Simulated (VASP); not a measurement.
# CsLiCr2Te2S3 (P3m1) in VASP: further runs, part 2 of 2

VASP 6.6.1. The steps go on from the part before.

## 3. Single point, r2SCAN+rVV10, collinear spin, ferromagnetic start

This run uses another cell than the first one, of 22.60 Å³/atom.

POSCAR

```
CsLiCr2Te2S3
1.0
    3.5780341662      0.0000000000      0.0000000000
   -1.7890170831      3.0986684835      0.0000000000
    0.0000000000      0.0000000000     18.3444572757
Cs Li Cr Te S
1 1 2 2 3
Direct
    0.0000000000      0.0000000000      0.3835304332
    0.6666666667      0.3333333333      0.0121047553
    0.0000000000      0.0000000000      0.8558540224
    0.3333333333      0.6666666667      0.1709810604
    0.3333333333      0.6666666667      0.5550513725
    0.6666666667      0.3333333333      0.7582321215
    0.0000000000      0.0000000000      0.0999290203
    0.3333333333      0.6666666667      0.9238966589
    0.6666666667      0.3333333333      0.2404305556
```

INCAR.step1

```
SYSTEM = CsLiCr2Te2S3
PREC     = Accurate       ! precision mode
ENCUT    = 520            ! plane-wave cutoff, eV
ISMEAR   = -1             ! smearing method
SIGMA    = 0.05           ! smearing width, eV
LREAL    = .FALSE.        ! projectors in reciprocal space
LASPH    = .TRUE.         ! aspherical terms in the spheres
NELM     = 150            ! most SCF steps
ISPIN    = 2              ! spin polarisation
MAGMOM   = 0 0 3 3 0 0 0 0 0 ! initial moments
LMAXMIX  = 4              ! l up to which the mixer works
NBANDS   = 47             ! bands
GGA      = PE             ! functional
ALGO     = Normal         ! electronic algorithm
EDIFF    = 1E-4           ! SCF threshold, eV
LWAVE    = .TRUE.         ! write WAVECAR
LCHARG   = .FALSE.        ! write CHGCAR
```

INCAR.step2

```
SYSTEM = CsLiCr2Te2S3
PREC     = Accurate       ! precision mode
ENCUT    = 520            ! plane-wave cutoff, eV
EDIFF    = 1E-6           ! SCF threshold, eV
ISMEAR   = -1             ! smearing method
SIGMA    = 0.05           ! smearing width, eV
LREAL    = .FALSE.        ! projectors in reciprocal space
LASPH    = .TRUE.         ! aspherical terms in the spheres
NELM     = 150            ! most SCF steps
ALGO     = Normal         ! electronic algorithm
ISIF     = 2              ! what is computed and relaxed
LWAVE    = .FALSE.        ! write WAVECAR
LCHARG   = .FALSE.        ! write CHGCAR
ISPIN    = 2              ! spin polarisation
MAGMOM   = 0 0 3 3 0 0 0 0 0 ! initial moments
LORBIT   = 11             ! projections on sites
LMAXMIX  = 4              ! l up to which the mixer works
METAGGA  = R2SCAN         ! meta-GGA
LMIXTAU  = .TRUE.       
LUSE_VDW = .TRUE.       
IVDW_NL  = 2            
BPARAM   = 11.95        
CPARAM   = 0.0093       
NBANDS   = 47             ! bands
ISTART   = 1
```

KPOINTS

```
regular mesh
0
G
  6 6 1
  0 0 0
```

Potentials or basis: VASP PAW PBE potentials, release 64 (Cs_sv, Li_sv, Cr_pv, Te, S).

On the command line:

```bash
$ cat potpaw_PBE.64/Cs_sv/POTCAR potpaw_PBE.64/Li_sv/POTCAR potpaw_PBE.64/Cr_pv/POTCAR potpaw_PBE.64/Te/POTCAR potpaw_PBE.64/S/POTCAR > POTCAR
$ cp INCAR.step1 INCAR
$ mpirun -np 1 vasp_std > vasp.out
$ cp INCAR.step2 INCAR
$ mpirun -np 1 vasp_std > vasp.out
```

OUTCAR:

```text
SYSTEM = CsLiCr2Te2S3
   PREC = Accurate
   ENCUT = 520
   EDIFF = 1E-6
   ISMEAR = -1
   LREAL = .FALSE.
   LASPH = .TRUE.
   NELM = 150
   ISIF = 2
   ISPIN = 2
   LORBIT = 11
   METAGGA = R2SCAN
   IVDW_NL = 2
   BPARAM = 11.95
   ISTART = 1

 ion  position               nearest neighbor table
   1  0.000  0.000  0.384-
   2  0.667  0.333  0.012-   7 2.62   7 2.62   7 2.62   8 2.62   8 2.62   8 2.62
   3  0.000  0.000  0.856-   8 2.41   8 2.41   8 2.41   6 2.73   6 2.73   6 2.73
   4  0.333  0.667  0.171-   9 2.43   9 2.43   9 2.43   7 2.44   7 2.44   7 2.44
   5  0.333  0.667  0.555-
   6  0.667  0.333  0.758-   3 2.73   3 2.73   3 2.73
   7  0.000  0.000  0.100-   4 2.44   4 2.44   4 2.44   2 2.62   2 2.62   2 2.62
   8  0.333  0.667  0.924-   3 2.41   3 2.41   3 2.41   2 2.62   2 2.62   2 2.62
   9  0.667  0.333  0.240-   4 2.43   4 2.43   4 2.43

  LATTYP: Found a hexagonal cell.
 ALAT       =     3.5780341662
 C/A-ratio  =     5.1269653736

  Lattice vectors:

 A1 = (   3.5780341662,   0.0000000000,   0.0000000000)
 A2 = (  -1.7890170831,   3.0986684835,   0.0000000000)
 A3 = (   0.0000000000,   0.0000000000,  18.3444572757)

Analysis of symmetry for initial positions (statically):
=====================================================================
 Subroutine PRICEL returns:
 Original cell was already a primitive cell.

 Routine SETGRP: Setting up the symmetry group for a
 hexagonal supercell.

 Subroutine GETGRP returns: Found  6 space group operations
 (whereof  6 operations were pure point group operations)
 out of a pool of 24 trial point group operations.

The static configuration has the point symmetry C_3v.

Analysis of symmetry for dynamics (positions and initial velocities):
=====================================================================
 Subroutine PRICEL returns:
 Original cell was already a primitive cell.

[... 515 lines left out ...]
 k-point     1 :       0.0000    0.0000    0.0000
  band No.  band energies     occupation
      1     -42.2871      1.00000
      2     -37.2300      1.00000
      3     -37.2299      1.00000
      4     -37.2201      1.00000
      5     -36.7386      1.00000
      6     -36.6407      1.00000
[... 325 lines left out ...]
     44      10.4219      0.00000
     45      10.4882      0.00000
 [bands above 45 left out]

------------------------ aborting loop because EDIFF is reached ----------------------------------------

  FORCE on cell =-STRESS in cart. coord.  units (eV):
  Direction    XX          YY          ZZ          XY          YZ          ZX
  --------------------------------------------------------------------------------------
  -------------------------------------------------------------------------------------
  Total        0.1737830      0.1737830      0.1092119      0.0000000     -0.0000000      0.0000000
  in kB        1.3689682      1.3689682      0.8603121      0.0000000     -0.0000000      0.0000000
  external PRESSURE =       1.1994162 kB  Pullay stress =       0.0000000 kB

 VOLUME and BASIS-vectors are now :
 -----------------------------------------------------------------------------
  energy-cutoff  :      520.00
  volume of cell :      203.39
      direct lattice vectors                 reciprocal lattice vectors
     3.578034166  0.000000000  0.000000000     0.279483077  0.161359630  0.000000000
    -1.789017083  3.098668484  0.000000000     0.000000000  0.322719260  0.000000000
     0.000000000  0.000000000 18.344457276     0.000000000  0.000000000  0.054512379

 POSITION                                       TOTAL-FORCE (eV/Angst)
 -----------------------------------------------------------------------------------
      0.00000      0.00000      7.03566         0.000000     -0.000000      0.000234
      1.78902      1.03289      0.22206        -0.000000     -0.000000      0.003289
      0.00000      0.00000     15.70018         0.000000     -0.000000      0.031916
     -0.00000      2.06578      3.13655        -0.000000      0.000000     -0.003669
     -0.00000      2.06578     10.18212         0.000000     -0.000000      0.020236
      1.78902      1.03289     13.90936         0.000000     -0.000000     -0.025699
      0.00000      0.00000      1.83314         0.000000     -0.000000     -0.029371
     -0.00000      2.06578     16.94838        -0.000000     -0.000000      0.019437
      1.78902      1.03289      4.41057         0.000000     -0.000000     -0.016372
 -----------------------------------------------------------------------------------
    total drift:                               -0.000004      0.000002      0.014070

  FREE ENERGIE OF THE ION-ELECTRON SYSTEM (eV)
  ---------------------------------------------------
  free  energy   TOTEN  =      -138.5724286874 eV

  energy  without entropy=     -138.5539665162  energy(sigma->0) =     -138.56319760

 total charge

# of ion       s       p       d       tot
------------------------------------------
    1        1.858   4.703   0.081   6.642
    2        2.006   0.012   0.000   2.017
    3        0.388   6.250   4.073  10.711
    4        0.398   6.264   4.001  10.663
    5        1.417   1.831   0.019   3.267
    6        1.400   1.984   0.038   3.423
    7        1.313   2.469   0.000   3.782
    8        1.312   2.464   0.000   3.777
    9        1.316   2.464   0.000   3.780
--------------------------------------------------
tot         11.408  28.442   8.212  48.061

 magnetization (x)

# of ion       s       p       d       tot
------------------------------------------
    1        0.001  -0.002   0.000  -0.001
    2        0.000  -0.000   0.000  -0.000
    3        0.062   0.039   2.973   3.074
    4        0.065   0.042   2.920   3.028
    5        0.004   0.034   0.001   0.038
    6       -0.005  -0.158   0.003  -0.161
    7       -0.004  -0.069   0.000  -0.072
    8       -0.004  -0.077   0.000  -0.081
    9       -0.005  -0.077   0.000  -0.082
--------------------------------------------------
tot          0.114  -0.268   5.897   5.743
```

OSZICAR.step1:

```text
N       E                     dE             d eps       ncg     rms          rms(c)
DAV:   1     0.573869635651E+03    0.57387E+03   -0.31068E+04  1428   0.131E+03
DAV:   2     0.948881048160E+01   -0.56438E+03   -0.53788E+03  1418   0.327E+02
DAV:   3    -0.477437442852E+02   -0.57233E+02   -0.55675E+02  1793   0.102E+02
DAV:   4    -0.509540119504E+02   -0.32103E+01   -0.31858E+01  2032   0.194E+01
DAV:   5    -0.511686648276E+02   -0.21465E+00   -0.21444E+00  2035   0.385E+00    0.258E+01
DAV:   6    -0.914778326402E+02   -0.40309E+02   -0.17617E+02  1645   0.610E+01    0.653E+01
DAV:   7    -0.450205915732E+02    0.46457E+02   -0.61384E+01  1684   0.566E+01    0.168E+01
DAV:   8    -0.461126606187E+02   -0.10921E+01   -0.99087E+00  1619   0.123E+01    0.778E+00
DAV:   9    -0.463481246401E+02   -0.23546E+00   -0.19547E+00  1609   0.967E+00    0.596E+00
DAV:  10    -0.462113249712E+02    0.13680E+00   -0.17101E+00  1714   0.815E+00    0.418E+00
DAV:  11    -0.461765630313E+02    0.34762E-01   -0.92420E-01  1699   0.357E+00    0.190E+00
DAV:  12    -0.461826348710E+02   -0.60718E-02   -0.45860E-01  1665   0.161E+00    0.184E+00
DAV:  13    -0.461769890897E+02    0.56458E-02   -0.13423E-01  1620   0.108E+00    0.720E-01
DAV:  14    -0.461791808676E+02   -0.21918E-02   -0.86261E-03  1600   0.407E-01    0.505E-01
DAV:  15    -0.461794603712E+02   -0.27950E-03   -0.19313E-03  1594   0.167E-01    0.247E-01
DAV:  16    -0.461796304023E+02   -0.17003E-03   -0.37875E-04  1400   0.879E-02    0.117E-01
DAV:  17    -0.461796557492E+02   -0.25347E-04   -0.82640E-05   952   0.419E-02
   1 F= -.46179656E+02 E0= -.46165181E+02  d E =-.289499E-01  mag=     5.7297
```

Run time: 34 min. Hardware: 1 thread of Intel Xeon 8259CL, shared host; peak memory 0.93 GiB.

What came out:

```
Free energy                                           : -138.5724 eV
Largest force                                         : 0.032 eV/Å
Band gap on the k mesh                                : zero (filled and empty bands overlap)
Net moment                                            : 5.99 μB per cell
Site moments                                          : Cs -0.00; Li -0.00; Cr +3.07, +3.03; Te +0.04, -0.16; S -0.07, -0.08 (each value once) μB
Valence electrons inside the program's atomic spheres : Cs 6.64; Li 2.02; Cr 10.71, 10.66; Te 3.27, 3.42; S 3.78
```

Forces in eV/Å, atoms in the order of the input:
```
Cs   0.000  0.000  0.000
Li   0.000  0.000  0.003
Cr   0.000  0.000  0.032
Cr   0.000  0.000 -0.004
Te   0.000  0.000  0.020
Te   0.000  0.000 -0.026
S    0.000  0.000 -0.029
S    0.000  0.000  0.019
S    0.000  0.000 -0.016
```

Caveat: the cutoff is under 1.25 times the usual one of these potentials, so pressure, stress and relaxed cells hold a basis-set (Pulay) error; the PAW data sets were made with another functional, which shifts forces and pressure a little; spin-orbit coupling is left out, which moves the levels of the heavy elements; only a ferromagnetic start was run, and an antiferromagnetic order may lie lower in energy. With open d or f shells a metallic result of r2SCAN can be an artefact of self-interaction; +U or a hybrid may open a gap.

## 4. Single point, revPBE, collinear spin, ferromagnetic start

This run uses another cell than the first one.

INCAR

```
SYSTEM = CsLiCr2Te2S3
PREC = Accurate
ENCUT = 520
EDIFF = 1E-7
ISMEAR = -1
SIGMA = 0.05
LREAL = .FALSE.
LASPH = .TRUE.
NELM = 150
ALGO = Normal
ISIF = 2
LWAVE = .FALSE.
LCHARG = .TRUE.
ISPIN = 2
MAGMOM = 0 0 3 3 0 0 0 0 0
LORBIT = 11
LMAXMIX = 4
GGA = RE
LELF = .TRUE.
LVHAR = .TRUE.
NBANDS = 47
```

KPOINTS

```
Automatic mesh
0
G
  6 6 1
  0 0 0
```

POSCAR

```
CsLiCr2Te2S3
1.0
    3.6482315434      0.0000000000      0.0000000000
   -1.8241157717      3.1594611954      0.0000000000
    0.0000000000      0.0000000000     21.0443310289
Cs Li Cr Te S
1 1 2 2 3
Direct
    0.0000000000      0.0000000000      0.3516319054
    0.6666666667      0.3333333333      0.0242528239
    0.0000000000      0.0000000000      0.8865848458
    0.3333333333      0.6666666667      0.1636775651
    0.3333333333      0.6666666667      0.5022015395
    0.6666666667      0.3333333333      0.8022965081
    0.0000000000      0.0000000000      0.1020358819
    0.3333333333      0.6666666667      0.9439403212
    0.6666666667      0.3333333333      0.2233886090
```

On the command line:

```bash
$ cat potpaw_PBE.64/Cs_sv/POTCAR potpaw_PBE.64/Li_sv/POTCAR potpaw_PBE.64/Cr_pv/POTCAR potpaw_PBE.64/Te/POTCAR potpaw_PBE.64/S/POTCAR > POTCAR
$ mpirun -np 1 vasp_std > vasp.out
```

It took 8.2 min on 1 thread of Intel Xeon Platinum 8259CL at 2.50GHz (Skylake/Cascade Lake), shared host; peak memory 0.53 GiB.

Results (log left out):

- Free energy: -43.7575 eV
- Largest force: 0.012 eV/Å
- Net moment: 5.72 μB per cell
- Site moments: Cs -0.00; Li -0.00; Cr +2.88, +2.98; Te -0.00, -0.18; S -0.08, -0.09 (each value once) μB
- Valence electrons inside the program's atomic spheres: Cs 6.63; Li 2.04; Cr 10.59, 10.52; Te 3.24, 3.37; S 3.75

Forces in eV/Å, atoms in the order of the input:
```
Cs   0.000  0.000  0.003
Li   0.000  0.000  0.001
Cr   0.000  0.000  0.007
Cr   0.000  0.000 -0.005
Te   0.000  0.000  0.012
Te   0.000  0.000 -0.007
S    0.000  0.000 -0.005
S    0.000  0.000  0.006
S    0.000  0.000 -0.012
```

Levels at points of the mesh, in eV from the Fermi level:
Spin up:
```
           k point  band 33  band 34  band 35  band 36  band 37  band 38  band 39  band 40
(0.00, 0.00, 0.00)    -0.52     0.38     0.38     1.33     1.58     1.58     1.87     1.87
(0.50, 0.00, 0.00)    -1.28    -0.99    -0.88    -0.86     0.39     0.96     1.18     1.38
```
Spin down:
| k point | band 28 | band 29 | band 30 | band 31 | band 32 | band 33 |
| --- | --- | --- | --- | --- | --- | --- |
| (0.00, 0.00, 0.00) | 0.67 | 0.67 | 1.11 | 1.11 | 1.24 | 1.33 |
| (0.50, 0.00, 0.00) | -1.80 | -1.00 | -0.90 | 0.38 | 0.59 | 0.95 |

Caveat: the cutoff is under 1.25 times the usual one of these potentials, so pressure, stress and relaxed cells hold a basis-set (Pulay) error; the PAW data sets were made with another functional, which shifts forces and pressure a little; spin-orbit coupling is left out, which moves the levels of the heavy elements; only a ferromagnetic start was run, and an antiferromagnetic order may lie lower in energy.

## 5. Summary

| level | cell | k mesh | gap on the mesh (eV) | moment (μB) | largest force (eV/Å) |
| --- | --- | --- | --- | --- | --- |
| PBE | a = 3.613, b = 3.613, c = 18.626 Å, angles 90.0, 90.0, 120.0°, 9 atoms, atomic positions A | 5 × 5 × 2 | none | 5.62 | 0.01 |
| r2SCAN+rVV10 | a = 3.578, b = 3.578, c = 18.344 Å, angles 90.0, 90.0, 120.0°, 9 atoms, atomic positions B | 6 × 6 × 1 | none | 5.99 | 0.03 |
| revPBE | a = 3.648, b = 3.648, c = 21.044 Å, angles 90.0, 90.0, 120.0°, 9 atoms, atomic positions C | 6 × 6 × 1 | none | 5.72 | 0.01 |

Alike in all rows: task single point; potentials or basis VASP PAW PBE potentials, release 64 (Cs_sv, Li_sv, Cr_pv, Te, S); spin collinear, ferromagnetic start; cutoff (eV) 520; smearing fermi-dirac 0.05 eV.

Caveats: some runs use coarse meshes; the cutoff is under 1.25 times the usual one of these potentials, so pressure, stress and relaxed cells hold a basis-set (Pulay) error; spin-orbit coupling is left out, which moves the levels of the heavy elements; only a ferromagnetic start was run, and an antiferromagnetic order may lie lower in energy; the PAW data sets were made with another functional, which shifts forces and pressure a little (at least some runs).

Absolute energies hang on the potentials; compare differences alone.
